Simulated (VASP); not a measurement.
# AlCo (rocksalt type) (Fm-3m) in VASP: notebook

AlCo (rocksalt type) is run at these levels: LDA; tasks: single point.

Program: VASP 6.6.1. These are calculated values, not measurements. Logs are shortened: lines on timing, memory, paths and dates and some standing lists are left out, and cuts for length are marked.

### Step 1. The cell of the first run

It takes space group Fm-3m (No. 225, cubic). Conventional cell: a = 3.835 Å, b = 3.835 Å, c = 3.835 Å, α = 90.00°, β = 90.00°, γ = 90.00°. Within 2.5 Å of Co (site symmetry m-3m) lie 6 Al at 1.92 Å. Within 2.5 Å of Al (site symmetry m-3m) lie 6 Co at 1.92 Å.

### Step 2. Single point, LDA (7.05 Å³/atom)

INCAR

```
  PREC = Accurate
  ENCUT = 520
  EDIFF = 1E-6
  ISMEAR = -1
  SIGMA = 0.08
  LREAL = F
  LASPH = T
  NELM = 80
  ALGO = Normal
  ISIF = 2
  LWAVE = F
  LCHARG = F
  NBANDS = 13
```

KPOINTS

```
regular mesh
0
Gamma
  15 15 15
```

POSCAR

```
AlCo
1.0
    0.0000000000      1.9174779509      1.9174779509
    1.9174779509      0.0000000000      1.9174779509
    1.9174779509      1.9174779509      0.0000000000
Co Al
1 1
Direct
    0.0000000000      0.0000000000      0.0000000000
    0.5000000000      0.5000000000      0.5000000000
```

Potentials or basis: VASP PAW LDA potentials, release 64 (Co, Al).

Started as:

```bash
> cat potpaw_LDA.64/Co/POTCAR potpaw_LDA.64/Al/POTCAR > POTCAR
> mpirun -np 1 vasp_std > vasp.out
```

OUTCAR:

```text
PREC = Accurate
   ENCUT = 520
   EDIFF = 1E-6
   ISMEAR = -1
   LREAL = F
   LASPH = T
   NELM = 80
   ISIF = 2

 ion  position               nearest neighbor table
   1  0.000  0.000  0.000-   2 1.92   2 1.92   2 1.92   2 1.92   2 1.92   2 1.92
   2  0.500  0.500  0.500-   1 1.92   1 1.92   1 1.92   1 1.92   1 1.92   1 1.92

  LATTYP: Found a face centered cubic cell.
 ALAT       =     3.8349559018

  Lattice vectors:

 A1 = (   0.0000000000,   1.9174779509,   1.9174779509)
 A2 = (   1.9174779509,   0.0000000000,   1.9174779509)
 A3 = (   1.9174779509,   1.9174779509,   0.0000000000)

Analysis of symmetry for initial positions (statically):
=====================================================================
 Subroutine PRICEL returns:
 Original cell was already a primitive cell.

 Routine SETGRP: Setting up the symmetry group for a
 face centered cubic supercell.

 Subroutine GETGRP returns: Found 48 space group operations
 (whereof 48 operations were pure point group operations)
 out of a pool of 48 trial point group operations.

The static configuration has the point symmetry O_h .

Analysis of symmetry for dynamics (positions and initial velocities):
=====================================================================
 Subroutine PRICEL returns:
 Original cell was already a primitive cell.

 Routine SETGRP: Setting up the symmetry group for a
 face centered cubic supercell.

 Subroutine GETGRP returns: Found 48 space group operations
 (whereof 48 operations were pure point group operations)
 out of a pool of 48 trial point group operations.

The dynamic configuration has the point symmetry O_h .

 Subroutine INISYM returns: Found 48 space group operations
 (whereof 48 operations are pure point group operations),
 and found     1 'primitive' translations

----------------------------------------------------------------------------------------

                                     Primitive cell

  volume of cell :      14.1001

  direct lattice vectors                    reciprocal lattice vectors
     0.000000000  1.917477951  1.917477951    -0.260759191  0.260759191  0.260759191
     1.917477951  0.000000000  1.917477951     0.260759191 -0.260759191  0.260759191
     1.917477951  1.917477951  0.000000000     0.260759191  0.260759191 -0.260759191

  length of vectors
     2.711723324  2.711723324  2.711723324     0.451648168  0.451648168  0.451648168

  position of ions in fractional coordinates (direct lattice)
     0.000000000  0.000000000  0.000000000
     0.500000000  0.500000000  0.500000000

  ion indices of the primitive-cell ions
   primitive index   ion index
                 1           1
                 2           2

----------------------------------------------------------------------------------------

 KPOINTS: regular mesh

Automatic generation of k-mesh.
 Grid dimensions read from file:
 generate k-points for:   15   15   15

 Generating k-lattice:

  Cartesian coordinates                     Fractional coordinates (reciprocal lattice)
    -0.017383946  0.017383946  0.017383946     0.066666667  0.000000000  0.000000000
     0.017383946 -0.017383946  0.017383946     0.000000000  0.066666667  0.000000000
     0.017383946  0.017383946 -0.017383946     0.000000000  0.000000000  0.066666667

  Length of vectors
     0.030109878  0.030109878  0.030109878

  Shift w.r.t. Gamma in fractional coordinates (k-lattice)
     0.000000000  0.000000000  0.000000000

 Subroutine IBZKPT returns following result:
 ===========================================

 Found    120 irreducible k-points:

 Following reciprocal coordinates:
            Coordinates               Weight
  0.000000  0.000000  0.000000      1.000000
  0.066667  0.000000  0.000000      8.000000
  0.133333  0.000000  0.000000      8.000000
  0.200000  0.000000  0.000000      8.000000
  0.266667  0.000000  0.000000      8.000000
  0.333333  0.000000  0.000000      8.000000
[... 16 lines left out ...]
  0.133333  0.133333  0.000000      6.000000
  0.200000  0.133333  0.000000     24.000000
 [... further k-points ...]
   k-points           NKPTS =    120   k-points in BZ     NKDIM =    120   number of bands    NBANDS=     13
   number of dos      NEDOS =    301   number of ions     NIONS =      2
   total plane-waves  NPLWV =   8000
   dimension x,y,z NGX =    20 NGY =   20 NGZ =   20
   dimension x,y,z NGXF=    40 NGYF=   40 NGZF=   40
   ions per type =               1   1
   NGX,Y,Z   is equivalent  to a cutoff of  12.26, 12.26, 12.26 a.u.
   NGXF,Y,Z  is equivalent  to a cutoff of  24.52, 24.52, 24.52 a.u.
 SYSTEM =  unknown system
   PREC   = accura    normal or accurate (medium, high low for compatibility)
   ISTART =      0    job   : 0-new  1-cont  2-samecut
   ICHARG =      2    charge: 1-file 2-atom 10-const
   ISPIN  =      1    spin polarized calculation?
   LNONCOLLINEAR =      F non collinear calculations
   LSORBIT =      F    spin-orbit coupling
   LASPH  =      T    aspherical Exc in radial PAW
   ENCUT  =  520.0 eV  38.22 Ry    6.18 a.u.   5.04  5.04  5.04*2*pi/ulx,y,z
   NELM   =     80;   NELMIN=  2; NELMDL= -5     # of ELM steps
   EDIFF  = 0.1E-05   stopping-criterion for ELM
   LREAL  =      F    real-space projection
[... 7 lines left out ...]
   TEBEG  =    0.0;   TEEND  =   0.0 temperature during run
   PSTRESS=    0.0 pullay stress
   NELECT =      12.0000    total number of electrons
   NUPDOWN=      -1.0000    fix difference up-down
   EMIN   =  10.00;   EMAX   =-10.00  energy-range for DOS
   EFERMI =   0.00;   METHOD = LEGACY
   ISMEAR =    -1;   SIGMA  =   0.08  broadening in eV -4-tet -1-fermi 0-gaus
   EFERMI_NEDOS =   21; number of points for ismear=-14 and -15
   IALGO  =     38    algorithm
   IMIX   =      4    mixing-type and parameters
     AMIX     =   0.40;   BMIX     =  1.00
     AMIX_MAG =   1.60;   BMIX_MAG =  1.00
  volume/ion in A,a.u.               =       7.05        47.58
  Fermi-wavevector in a.u.,A,eV,Ry     =   1.551416  2.931751 32.747739  2.406891
  Thomas-Fermi vector in A             =   2.655938
   LORBIT       =      0    0 simple, 1 ext, 2 COOP (PROOUT), +10 PAW based schemes
   GGA     = CA    functional components
   LHFCALC =     F    Hartree Fock is set to
   AEXX    =    0.0000 exact exchange contribution
   IVDW    =     0    specifies the selected vdW correction
   LEPSILON=     F    determine dielectric tensor
   LRPA    =     F    only Hartree local field effects (RPA)
 non-spin polarized calculation
  energy-cutoff  :      520.00
  volume of cell :       14.10
 maximum number of plane-waves:       388
   NGX =  9   NGY =  9   NGZ =  9

 number of electron      11.9999993 magnetization

 Free energy of the ion-electron system (eV)
  ---------------------------------------------------
  ext. energy  EPLUGINS =         0.00000000
  ---------------------------------------------------
  free energy    TOTEN  =        -5.69545198 eV

  energy without entropy =       -5.68635157  energy(sigma->0) =       -5.69090178

 E-fermi :  19.3887     XC(G=0): -15.0568

 val. band max:       19.3828908744   @ k =  -0.3333   0.4000   0.1333
 cond. band min:      19.4521540098   @ k =  -0.4000   0.3333   0.0667
 fundamental gap:      0.0692631355
 Fermi energy:        19.3886571359

 k-point     1 :       0.0000    0.0000    0.0000
  band No.  band energies     occupation
      1       4.3399      2.00000
      2      14.6440      2.00000
      3      14.6440      2.00000
      4      14.6440      2.00000
      5      15.3906      2.00000
      6      15.3906      2.00000
      7      31.8702      0.00000
      8      32.6138      0.00000
      9      32.6138      0.00000
     10      32.6138      0.00000
     11      34.8104      0.00000
     12      34.8104      0.00000
     13      34.8104      0.00000

 k-point     2 :       0.0667    0.0000    0.0000
  band No.  band energies     occupation
      1       4.4856      2.00000
      2      14.5462      2.00000
      3      14.7020      2.00000
      4      14.7020      2.00000
      5      15.3856      2.00000
      6      15.3856      2.00000
      7      30.9634      0.00000
      8      32.2483      0.00000
      9      32.4450      0.00000
     10      32.4450      0.00000
     11      35.0633      0.00000
     12      35.0633      0.00000
     13      35.9897      0.00000

 k-point     3 :       0.1333    0.0000    0.0000
  band No.  band energies     occupation
      1       4.9162      2.00000
      2      14.2759      2.00000
      3      14.8186      2.00000
      4      14.8186      2.00000
      5      15.4282      2.00000
      6      15.4282      2.00000
      7      28.8522      0.00000
      8      32.0343      0.00000
      9      32.0343      0.00000
     10      32.3576      0.00000
     11      35.6440      0.00000
     12      35.6440      0.00000
     13      37.5929      0.00000
[... 305 lines left out ...]
 k-point    23 :       0.1333    0.1333    0.0000
  band No.  band energies     occupation
      1       5.1069      2.00000
      2      14.0968      2.00000
      3      15.0039      2.00000
      4      15.0039      2.00000
      5      15.1089      2.00000
      6      15.5650      2.00000
      7      30.0518      0.00000
      8      30.0518      0.00000
      9      30.6989      0.00000
     10      32.6204      0.00000
     11      35.9494      0.00000
     12      36.7988      0.00000
     13      36.7988      0.00000

 k-point    24 :       0.2000    0.1333    0.0000
  band No.  band energies     occupation
      1       5.6175      2.00000
      2      13.8067      2.00000
      3      14.8857      2.00000
      4      15.1333      2.00000
      5      15.3063      2.00000
      6      15.7362      2.00000
      7      28.1717      0.00000
      8      29.2271      0.00000
      9      30.9514      0.00000
     10      33.0750      0.00000
     11      34.1133      0.00000
     12      37.0241      0.00000
     13      37.4192      0.00000

 [... further k-points ...]

------------------------ aborting loop because EDIFF is reached ----------------------------------------

  FORCE on cell =-STRESS in cart. coord.  units (eV):
  Direction    XX          YY          ZZ          XY          YZ          ZX
  --------------------------------------------------------------------------------------
  -------------------------------------------------------------------------------------
  Total       25.4333561     25.4333561     25.4333561      0.0000000      0.0000000      0.0000000
  in kB     2889.9685935   2889.9685935   2889.9685935      0.0000000      0.0000000      0.0000000
  external PRESSURE =    2889.9685935 kB  Pullay stress =       0.0000000 kB

 VOLUME and BASIS-vectors are now :
 -----------------------------------------------------------------------------
  energy-cutoff  :      520.00
  volume of cell :       14.10
      direct lattice vectors                 reciprocal lattice vectors
     0.000000000  1.917477951  1.917477951    -0.260759191  0.260759191  0.260759191
     1.917477951  0.000000000  1.917477951     0.260759191 -0.260759191  0.260759191
     1.917477951  1.917477951  0.000000000     0.260759191  0.260759191 -0.260759191

 POSITION                                       TOTAL-FORCE (eV/Angst)
 -----------------------------------------------------------------------------------
      0.00000      0.00000      0.00000         0.000000      0.000000     -0.000000
      1.91748      1.91748      1.91748        -0.000000     -0.000000      0.000000
 -----------------------------------------------------------------------------------
    total drift:                                0.000000     -0.000000     -0.000000

  FREE ENERGIE OF THE ION-ELECTRON SYSTEM (eV)
  ---------------------------------------------------
  free  energy   TOTEN  =        -5.6954519832 eV

  energy  without entropy=       -5.6863515703  energy(sigma->0) =       -5.69090178
```

Wall time 16 s (1 thread of Intel Xeon 8259CL, shared host); peak memory 0.14 GiB.

What came out:

```yaml
Free_energy: -5.6955 eV
Pressure: 289.0 GPa
Band_gap_on_the_k_mesh: zero (bands 6 and 7 overlap by 0.16 eV)
```

Caveat: the cell stands under pressure; the run has no spin polarisation, though such a crystal can be magnetic. Spin polarisation is off, so any magnetic state and its effect on volume and gap are missing.

### Step 3. Single point, LDA (7.05 Å³/atom)

INCAR

```
SYSTEM = AlCo
ALGO = Normal
EDIFF = 1E-6
ENCUT = 520
ISIF = 2
ISMEAR = -1
LASPH = .True.
LCHARG = .True.
LELF = .True.
LREAL = .False.
LVHAR = .True.
LWAVE = .False.
NBANDS = 13
NELM = 80
PREC = Accurate
SIGMA = 0.08
```

KPOINTS

```
k-points
0
Gamma
  15 15 15
  0 0 0
```

POSCAR is that of step 2.

Potentials or basis: VASP PAW LDA potentials, release 64 (Co, Al).

Started as:

```bash
> cat potpaw_LDA.64/Co/POTCAR potpaw_LDA.64/Al/POTCAR > POTCAR
> mpirun -np 1 vasp_std > vasp.out
```

Run time: 17 s. Hardware: 1 thread of Intel Xeon 8259CL, shared host; peak memory 0.14 GiB.

It converged, with:

```
Free energy            : -5.6955 eV
Pressure               : 289.0 GPa
Band gap on the k mesh : zero (bands 6 and 7 overlap by 0.16 eV)
```

Levels at points of the mesh, in eV from the Fermi level:
```tsv
k point	band 4	band 5	band 6	band 7	band 8	band 9
(0.00, 0.00, 0.00)	-4.74	-4.00	-4.00	12.48	13.23	13.23
```

Caveat: the cell stands under pressure; the run has no spin polarisation, though such a crystal can be magnetic.

### Step 4. Single point, LDA (8.20 Å³/atom)

This run uses another cell than the first one, of 8.20 Å³/atom.

INCAR

```
ALGO = Normal
EDIFF = 1E-6
ENCUT = 520
GGA = CA
ISIF = 2
ISMEAR = -1
LASPH = T
LCHARG = T
LELF = T
LREAL = F
LVHAR = T
LWAVE = F
NBANDS = 13
NELM = 80
PREC = Accurate
SIGMA = 0.08
```

KPOINTS

```
k-points
0
Gamma
  15 15 15
```

POSCAR

```
AlCo
1.0
    0.0000000000      2.0168308394      2.0168308394
    2.0168308394      0.0000000000      2.0168308394
    2.0168308394      2.0168308394      0.0000000000
Co Al
1 1
Direct
    0.0000000000      0.0000000000      0.0000000000
    0.5000000000      0.5000000000      0.5000000000
```

Started as:

```bash
> cat potpaw_LDA.64/Co/POTCAR potpaw_LDA.64/Al/POTCAR > POTCAR
> mpirun -np 1 vasp_std > vasp.out
```

Run time: 21 s. Hardware: 1 thread of Intel Xeon 8259CL, shared host; peak memory 0.15 GiB.

It converged, with:

```
Free energy            : -8.8297 eV
Pressure               : 159.2 GPa
Band gap on the k mesh : zero (bands 6 and 7 overlap by 0.16 eV)
```

Levels at points of the mesh, in eV from the Fermi level:
```
           k point  band 3  band 4  band 5  band 6  band 7  band 8  band 9  band 10
(0.00, 0.00, 0.00)   -3.61   -3.61   -3.07   -3.07   11.56   11.56   11.56    12.64
```

Caveat: the cell stands under pressure; the run has no spin polarisation, though such a crystal can be magnetic.

### Step 5. Single point, LDA (8.20 Å³/atom)

This run uses another cell than the first one, of 8.20 Å³/atom.

INCAR

```
  PREC = Accurate
  ENCUT = 520
  EDIFF = 1E-7
  ISMEAR = -1
  SIGMA = 0.08
  LREAL = F
  LASPH = T
  NELM = 80
  ALGO = Normal
  ISIF = 2
  LWAVE = F
  LCHARG = F
  NBANDS = 13
```

KPOINTS

```
Automatic mesh
0
Gamma
  15 15 15
```

POSCAR is that of step 4.

Started as:

```bash
> cat potpaw_LDA.64/Co/POTCAR potpaw_LDA.64/Al/POTCAR > POTCAR
> mpirun -np 1 vasp_std > vasp.out
```

Run time: 24 s. Hardware: 1 thread of Intel Xeon 8259CL, shared host; peak memory 0.15 GiB.

Results (log left out):

| Item | Value |
| --- | --- |
| Free energy | -8.8297 eV |
| Pressure | 159.2 GPa |
| Band gap on the k mesh | zero (bands 6 and 7 overlap by 0.16 eV) |

Levels at points of the mesh, in eV from the Fermi level:
```
           k point  band 2  band 3  band 4  band 5  band 6  band 7  band 8  band 9  band 10  band 11
(0.00, 0.00, 0.00)   -3.61   -3.61   -3.61   -3.07   -3.07   11.56   11.56   11.56    12.64    14.38
```

Caveat: the cell stands under pressure; the run has no spin polarisation, though such a crystal can be magnetic. Spin polarisation is off, so any magnetic state and its effect on volume and gap are missing.

### Step 6. Single point, LDA (9.23 Å³/atom)

This run uses another cell than the first one, of 9.23 Å³/atom.

INCAR

```
SYSTEM = AlCo
  PREC = Accurate
  ENCUT = 520
  EDIFF = 1E-6
  ISMEAR = -1
  SIGMA = 0.08
  LREAL = .False.
  LASPH = .True.
  NELM = 100
  ALGO = Normal
  ISIF = 2
  LWAVE = .False.
  LCHARG = .False.
  GGA = CA
  NBANDS = 13
```

KPOINTS

```
Automatic mesh
0
Gamma
  15 15 15
  0 0 0
```

POSCAR

```
AlCo
1.0
    0.0000000000      2.0975886015      2.0975886015
    2.0975886015      0.0000000000      2.0975886015
    2.0975886015      2.0975886015      0.0000000000
Co Al
1 1
Direct
    0.0000000000      0.0000000000      0.0000000000
    0.5000000000      0.5000000000      0.5000000000
```

Potentials or basis: VASP PAW LDA potentials, release 64 (Co, Al).

Started as:

```bash
> cat potpaw_LDA.64/Co/POTCAR potpaw_LDA.64/Al/POTCAR > POTCAR
> mpirun -np 1 vasp_std > vasp.out
```

Run time: 25 s. Hardware: 1 thread of Intel Xeon 8259CL, shared host; peak memory 0.15 GiB.

The run converged. Its results:

```
Free energy            : -10.4051 eV
Pressure               : 92.4 GPa
Band gap on the k mesh : zero (bands 6 and 7 overlap by 0.15 eV)
```

Levels at points of the mesh, in eV from the Fermi level:
| k point | band 2 | band 3 | band 4 | band 5 | band 6 | band 7 | band 8 | band 9 | band 10 | band 11 |
| --- | --- | --- | --- | --- | --- | --- | --- | --- | --- | --- |
| (0.00, 0.00, 0.00) | -2.91 | -2.91 | -2.91 | -2.50 | -2.50 | 10.39 | 10.39 | 10.39 | 12.62 | 13.61 |

Caveat: the cell stands under pressure; the run has no spin polarisation, though such a crystal can be magnetic.

### Step 7. Overview

| cell | gap on the mesh (eV) | pressure (GPa) |
| --- | --- | --- |
| a = 2.712 Å, angles 60.0°, 2 atoms | none | 289.0 |
| a = 2.852 Å, angles 60.0°, 2 atoms | none | 159.2 |
| a = 2.966 Å, angles 60.0°, 2 atoms | none | 92.4 |

Alike in all rows: task single point; level LDA; potentials or basis VASP PAW LDA potentials, release 64 (Co, Al); no spin polarisation; k mesh 15 × 15 × 15; cutoff (eV) 520; smearing fermi-dirac 0.08 eV.

Caveats: the cell stands under pressure; the run has no spin polarisation, though such a crystal can be magnetic.

Total energies depend on the potentials used, so only differences within one code and one set of settings carry meaning.
